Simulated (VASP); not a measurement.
# HF (Fmmm) in VASP: single point with PBEsol

Aim: the single point of HF with PBEsol.

Program: VASP 6.6.1. These are calculated values, not measurements. Logs are shortened: lines on timing, memory, paths and dates and some standing lists are left out, and cuts for length are marked.

### Step 1. The cell of the first run

The structure is orthorhombic, space group Fmmm (No. 69). The conventional cell has a = 4.150 Å, b = 4.487 Å, c = 4.692 Å, α = 90.00°, β = 90.00°, γ = 90.00°. H (site symmetry mmm) has 6 F at 2.07 to 2.35 Å within 2.7 Å. Within 2.7 Å of F (site symmetry mmm) lie 6 H at 2.07 to 2.35 Å.

### Step 2. Single point, PBEsol (Cl replaced by F, lengths x 0.797, strained)

Input file INCAR:

```
  PREC = Accurate
  ENCUT = 520
  EDIFF = 1E-7
  ISMEAR = 0
  SIGMA = 0.02
  LREAL = F
  LASPH = T
  NELM = 60
  ALGO = Normal
  ISIF = 2
  LWAVE = F
  LCHARG = F
  GGA = PS
  NBANDS = 11
```

Input file KPOINTS:

```
regular mesh
0
Gamma
  14 14 14
```

Input file POSCAR:

```
HF
1.0
    0.0000000000      2.3462376729      2.2433074489
    2.0748519301      0.0000000000      2.2433074489
    2.0748519301      2.3462376729      0.0000000000
H F
1 1
Direct
    0.0000000000      0.0000000000      0.0000000000
    0.5000000000      0.5000000000      0.5000000000
```

Potentials or basis: VASP PAW PBE potentials, release 64 (H, F).

Started as:

```sh
> cat potpaw_PBE.64/H/POTCAR potpaw_PBE.64/F/POTCAR > POTCAR
> mpirun -np 1 vasp_std > vasp.out
```

OUTCAR:

```text
PREC = Accurate
   ENCUT = 520
   EDIFF = 1E-7
   ISMEAR = 0
   LREAL = F
   LASPH = T
   NELM = 60
   ISIF = 2
   GGA = PS

 ion  position               nearest neighbor table
   1  0.000  0.000  0.000-
   2  0.500  0.500  0.500-

  LATTYP: Found a face centered orthorhombic cell.
 ALAT       =     4.1497038602
 B/A-ratio  =     1.0811891761
 C/A-ratio  =     1.1307976434

  Lattice vectors:

 A1 = (   0.0000000000,   2.3462376729,  -2.2433074489)
 A2 = (   2.0748519301,   2.3462376729,   0.0000000000)
 A3 = (   2.0748519301,   0.0000000000,  -2.2433074489)

Analysis of symmetry for initial positions (statically):
=====================================================================
 Subroutine PRICEL returns:
 Original cell was already a primitive cell.

 Routine SETGRP: Setting up the symmetry group for a
 face centered orthorhombic supercell.

 Subroutine GETGRP returns: Found  8 space group operations
 (whereof  8 operations were pure point group operations)
 out of a pool of  8 trial point group operations.

The static configuration has the point symmetry D_2h.

Analysis of symmetry for dynamics (positions and initial velocities):
=====================================================================
 Subroutine PRICEL returns:
 Original cell was already a primitive cell.

 Routine SETGRP: Setting up the symmetry group for a
 face centered orthorhombic supercell.

 Subroutine GETGRP returns: Found  8 space group operations
 (whereof  8 operations were pure point group operations)
 out of a pool of  8 trial point group operations.

The dynamic configuration has the point symmetry D_2h.

 Subroutine INISYM returns: Found  8 space group operations
 (whereof  8 operations are pure point group operations),
 and found     1 'primitive' translations

----------------------------------------------------------------------------------------

                                     Primitive cell

  volume of cell :      21.8413

  direct lattice vectors                    reciprocal lattice vectors
     0.000000000  2.346237673  2.243307449    -0.240981052  0.213107140  0.222885187
     2.074851930  0.000000000  2.243307449     0.240981052 -0.213107140  0.222885187
     2.074851930  2.346237673  0.000000000     0.240981052  0.213107140 -0.222885187

  length of vectors
     3.246114528  3.055722311  3.132066690     0.391362143  0.391362143  0.391362143

  position of ions in fractional coordinates (direct lattice)
     0.000000000  0.000000000  0.000000000
     0.500000000  0.500000000  0.500000000

  ion indices of the primitive-cell ions
   primitive index   ion index
                 1           1
                 2           2

----------------------------------------------------------------------------------------

 KPOINTS: regular mesh

Automatic generation of k-mesh.
 Grid dimensions read from file:
 generate k-points for:   14   14   14

 Generating k-lattice:

  Cartesian coordinates                     Fractional coordinates (reciprocal lattice)
    -0.017212932  0.015221939  0.015920370     0.071428571  0.000000000  0.000000000
     0.017212932 -0.015221939  0.015920370     0.000000000  0.071428571  0.000000000
     0.017212932  0.015221939 -0.015920370    -0.000000000 -0.000000000  0.071428571

  Length of vectors
     0.027954439  0.027954439  0.027954439

  Shift w.r.t. Gamma in fractional coordinates (k-lattice)
     0.000000000  0.000000000  0.000000000

 Subroutine IBZKPT returns following result:
 ===========================================

 Found    428 irreducible k-points:

 Following reciprocal coordinates:
            Coordinates               Weight
  0.000000  0.000000  0.000000      1.000000
  0.071429  0.000000  0.000000      8.000000
  0.142857 -0.000000 -0.000000      8.000000
  0.214286  0.000000  0.000000      8.000000
  0.285714  0.000000  0.000000      8.000000
  0.357143  0.000000  0.000000      8.000000
[... 16 lines left out ...]
  0.214286  0.142857  0.000000      8.000000
  0.285714  0.142857  0.000000      8.000000
 [... further k-points ...]
   k-points           NKPTS =    428   k-points in BZ     NKDIM =    428   number of bands    NBANDS=     11
   number of dos      NEDOS =    301   number of ions     NIONS =      2
   total plane-waves  NPLWV =  13824
   dimension x,y,z NGX =    24 NGY =   24 NGZ =   24
   dimension x,y,z NGXF=    48 NGYF=   48 NGZF=   48
   ions per type =               1   1
   NGX,Y,Z   is equivalent  to a cutoff of  12.29, 13.06, 12.74 a.u.
   NGXF,Y,Z  is equivalent  to a cutoff of  24.58, 26.11, 25.48 a.u.
 SYSTEM =  unknown system
   PREC   = accura    normal or accurate (medium, high low for compatibility)
   ISTART =      0    job   : 0-new  1-cont  2-samecut
   ICHARG =      2    charge: 1-file 2-atom 10-const
   ISPIN  =      1    spin polarized calculation?
   LNONCOLLINEAR =      F non collinear calculations
   LSORBIT =      F    spin-orbit coupling
   LASPH  =      T    aspherical Exc in radial PAW
   ENCUT  =  520.0 eV  38.22 Ry    6.18 a.u.   6.04  5.68  5.82*2*pi/ulx,y,z
   NELM   =     60;   NELMIN=  2; NELMDL= -5     # of ELM steps
   EDIFF  = 0.1E-06   stopping-criterion for ELM
   LREAL  =      F    real-space projection
   EDIFFG = 0.1E-05   stopping-criterion for IOM
   NSW    =      0    number of steps for IOM
   IBRION =     -1    ionic relax: 0-MD 1-quasi-New 2-CG
   NFREE  =      0    steps in history (QN), initial steepest desc. (CG)
   ISIF   =      2    stress and relaxation
   ISYM   =      2    0-nonsym 1-usesym 2-fastsym
   POTIM  = 0.5000    time-step for ionic-motion
   TEBEG  =    0.0;   TEEND  =   0.0 temperature during run
   PSTRESS=    0.0 pullay stress
   NELECT =       8.0000    total number of electrons
   NUPDOWN=      -1.0000    fix difference up-down
   EMIN   =  10.00;   EMAX   =-10.00  energy-range for DOS
   EFERMI =   0.00;   METHOD = LEGACY
   ISMEAR =     0;   SIGMA  =   0.02  broadening in eV -4-tet -1-fermi 0-gaus
   EFERMI_NEDOS =   21; number of points for ismear=-14 and -15
   IALGO  =     38    algorithm
   IMIX   =      4    mixing-type and parameters
     AMIX     =   0.40;   BMIX     =  1.00
     AMIX_MAG =   1.60;   BMIX_MAG =  1.00
  volume/ion in A,a.u.               =      10.92        73.70
  Fermi-wavevector in a.u.,A,eV,Ry     =   1.171329  2.213491 18.667348  1.372011
  Thomas-Fermi vector in A             =   2.307774
   LORBIT       =      0    0 simple, 1 ext, 2 COOP (PROOUT), +10 PAW based schemes
   GGA     = PS    functional components
   LHFCALC =     F    Hartree Fock is set to
   AEXX    =    0.0000 exact exchange contribution
   IVDW    =     0    specifies the selected vdW correction
   LEPSILON=     F    determine dielectric tensor
   LRPA    =     F    only Hartree local field effects (RPA)
 non-spin polarized calculation
 Gauss-broadening in eV      SIGMA  =   0.02
  energy-cutoff  :      520.00
  volume of cell :       21.84
 maximum number of plane-waves:       608
   NGX = 13   NGY = 11   NGZ = 11

 number of electron       8.0000001 magnetization

 Free energy of the ion-electron system (eV)
  ---------------------------------------------------
  ext. energy  EPLUGINS =         0.00000000
  ---------------------------------------------------
  free energy    TOTEN  =        -4.64239163 eV

  energy without entropy =       -4.64239163  energy(sigma->0) =       -4.64239163

 E-fermi :  -4.5470     XC(G=0):  -8.3810

 val. band max:       -4.6392674667   @ k =   0.0000   0.0000   0.0000
 cond. band min:      -4.1518636060   @ k =   0.0000   0.0000   0.0000
 fundamental gap:      0.4874038607
 Fermi energy:        -4.5469943754

 k-point     1 :       0.0000    0.0000    0.0000
  band No.  band energies     occupation
      1     -24.0984      2.00000
      2      -4.9174      2.00000
      3      -4.6948      2.00000
      4      -4.6393      2.00000
      5      -4.1519      0.00000
      6      12.4122      0.00000
      7      18.3246      0.00000
      8      18.6609      0.00000
      9      18.9072      0.00000
     10      19.1792      0.00000
     11      19.6320      0.00000

 k-point     2 :       0.0714    0.0000    0.0000
  band No.  band energies     occupation
      1     -24.0828      2.00000
      2      -5.2686      2.00000
      3      -4.7871      2.00000
      4      -4.6710      2.00000
      5      -3.6589      0.00000
      6      12.1358      0.00000
      7      17.1933      0.00000
      8      17.8666      0.00000
      9      18.7774      0.00000
     10      19.5921      0.00000
     11      20.1229      0.00000

 k-point     3 :       0.1429   -0.0000   -0.0000
  band No.  band energies     occupation
      1     -24.0394      2.00000
      2      -5.8754      2.00000
      3      -4.8084      2.00000
      4      -4.7051      2.00000
      5      -2.9409      0.00000
      6      11.3410      0.00000
      7      15.7723      0.00000
      8      16.9592      0.00000
      9      18.3415      0.00000
     10      20.1515      0.00000
     11      20.6546      0.00000

 k-point     4 :       0.2143    0.0000    0.0000
  band No.  band energies     occupation
      1     -23.9761      2.00000
      2      -6.4378      2.00000
      3      -4.8236      2.00000
      4      -4.7526      2.00000
      5      -2.2173      0.00000
      6      10.1857      0.00000
      7      14.9004      0.00000
      8      16.0776      0.00000
      9      17.7165      0.00000
     10      20.7402      0.00000
     11      21.3070      0.00000

 k-point     5 :       0.2857    0.0000    0.0000
  band No.  band energies     occupation
      1     -23.9050      2.00000
      2      -6.9100      2.00000
      3      -4.8389      2.00000
      4      -4.8042      2.00000
      5      -1.5353      0.00000
      6       8.9505      0.00000
      7      14.4659      0.00000
      8      15.3358      0.00000
      9      17.0824      0.00000
     10      21.3547      0.00000
     11      22.1317      0.00000
[... 211 lines left out ...]
 k-point    21 :      -0.0714    0.0714    0.0000
  band No.  band energies     occupation
      1     -24.0576      2.00000
      2      -5.6819      2.00000
      3      -4.7483      2.00000
      4      -4.7336      2.00000
      5      -3.1888      0.00000
      6      11.7112      0.00000
      7      16.0343      0.00000
      8      17.4911      0.00000
      9      18.9632      0.00000
     10      19.1455      0.00000
     11      20.4764      0.00000

 k-point    22 :       0.1429    0.1429    0.0000
  band No.  band energies     occupation
      1     -24.0227      2.00000
      2      -5.7867      2.00000
      3      -5.0323      2.00000
      4      -4.7025      2.00000
      5      -2.8447      0.00000
      6      11.1221      0.00000
      7      16.0542      0.00000
      8      16.6267      0.00000
      9      17.1894      0.00000
     10      18.8375      0.00000
     11      22.7473      0.00000

 k-point    23 :       0.2143    0.1429    0.0000
  band No.  band energies     occupation
      1     -23.9770      2.00000
      2      -6.1284      2.00000
      3      -5.0466      2.00000
      4      -4.7426      2.00000
      5      -2.4358      0.00000
      6      10.4571      0.00000
      7      14.6869      0.00000
      8      16.5068      0.00000
      9      17.4751      0.00000
     10      18.6779      0.00000
     11      23.6605      0.00000

 k-point    24 :       0.2857    0.1429    0.0000
  band No.  band energies     occupation
      1     -23.9161      2.00000
      2      -6.5262      2.00000
      3      -5.0405      2.00000
      4      -4.8013      2.00000
      5      -1.9458      0.00000
      6       9.6192      0.00000
      7      13.5256      0.00000
      8      16.1328      0.00000
      9      17.9319      0.00000
     10      18.9279      0.00000
     11      24.1018      0.00000

 [... further k-points ...]
[... 5 lines left out ...]
  --------------------------------------------------------------------------------------
  -------------------------------------------------------------------------------------
  Total       -4.4884860     -2.2273047     -2.8937233      0.0000000      0.0000000      0.0000000
  in kB     -329.2551284   -163.3850442   -212.2705168      0.0000000      0.0000000      0.0000000
  external PRESSURE =    -234.9702298 kB  Pullay stress =       0.0000000 kB

 VOLUME and BASIS-vectors are now :
 -----------------------------------------------------------------------------
  energy-cutoff  :      520.00
  volume of cell :       21.84
      direct lattice vectors                 reciprocal lattice vectors
     0.000000000  2.346237673  2.243307449    -0.240981052  0.213107140  0.222885187
     2.074851930  0.000000000  2.243307449     0.240981052 -0.213107140  0.222885187
     2.074851930  2.346237673  0.000000000     0.240981052  0.213107140 -0.222885187

 POSITION                                       TOTAL-FORCE (eV/Angst)
 -----------------------------------------------------------------------------------
      0.00000      0.00000      0.00000         0.000000      0.000000      0.000000
      2.07485      2.34624      2.24331         0.000000      0.000000     -0.000000
 -----------------------------------------------------------------------------------
    total drift:                               -0.000000     -0.000000      0.000000

  FREE ENERGIE OF THE ION-ELECTRON SYSTEM (eV)
  ---------------------------------------------------
  free  energy   TOTEN  =        -4.6423916254 eV

  energy  without entropy=       -4.6423916254  energy(sigma->0) =       -4.64239163
```

Wall time 80 s (1 thread of Intel Xeon 8259CL, shared host); peak memory 0.21 GiB.

What came out:

```
Free energy            : -4.6424 eV
Pressure               : -23.5 GPa
Band gap on the k mesh : 0.49 eV
```

Stress tensor (GPa, compression positive):
```
-32.93   0.00   0.00
  0.00 -16.34   0.00
  0.00   0.00 -21.23
```

Levels at points of the mesh, in eV from the valence-band top:
```
           k point  band 1  band 2  band 3  band 4  band 5  band 6  band 7  band 8
(0.00, 0.00, 0.00)  -19.46   -0.28   -0.06    0.00    0.49   17.05   22.96   23.30
(0.50, 0.00, 0.00)  -19.14   -2.93   -0.26   -0.22    4.27   11.52   18.89   18.97
(0.50, 0.50, 0.00)  -19.06   -1.63   -0.87   -0.34    1.99   13.82   16.99   19.55
(0.50, 0.00, 0.50)  -19.11   -1.59   -0.72   -0.38    1.94   13.20   17.43   20.26
(0.00, 0.50, 0.50)  -19.00   -1.69   -0.77   -0.58    2.08   15.05   16.02   18.82
```

Caveat: the cell differs from its parent crystal (Cl replaced by F, lengths x 0.797, strained); the stress differs along the axes, from -33 to -16 GPa; the atoms stand far beyond bonding distance; semilocal functionals underestimate gaps, and a narrow one can read as zero; the PAW data sets were made with another functional, which shifts forces and pressure a little. A k mesh can miss the band edges.
